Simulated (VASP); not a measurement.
Runs of VASP 6.6.1 on InP. The structure is that of space group Fm-3m (No. 225), or close to it. The cells are those of the table. 

```csv
cell,k mesh,gap on the mesh (eV),pressure (GPa)
"a = 3.921 Å, angles 60.0°, 2 atoms",14 × 14 × 14,none,-0.2
"a = 3.637 Å, angles 60.0°, 2 atoms",16 × 16 × 16,none,(a)
"a = 3.696 Å, angles 60.0°, 2 atoms",14 × 14 × 14,none,(b)
"a = 3.754 Å, angles 60.0°, 2 atoms",14 × 14 × 14,none,12.7
"a = 3.810 Å, angles 60.0°, 2 atoms",14 × 14 × 14,none,7.5
```

Alike in all rows: task single point; level PBE; potentials or basis VASP PAW PBE potentials, release 64 (In_d, P); no spin polarisation; cutoff (eV) 520; smearing gaussian 0.05 eV.

**Question.** Fill in the values left out.

**Answer.** (a) 27.9; (b) 19.4.

Caveats: spin-orbit coupling is left out, which moves the levels of the heavy elements; the cell stands under pressure (at least some runs).

A k mesh can miss the band edges, and the runs leave out spin-orbit coupling on In.

A gap of «none» marks levels without a gap at the run's occupations.
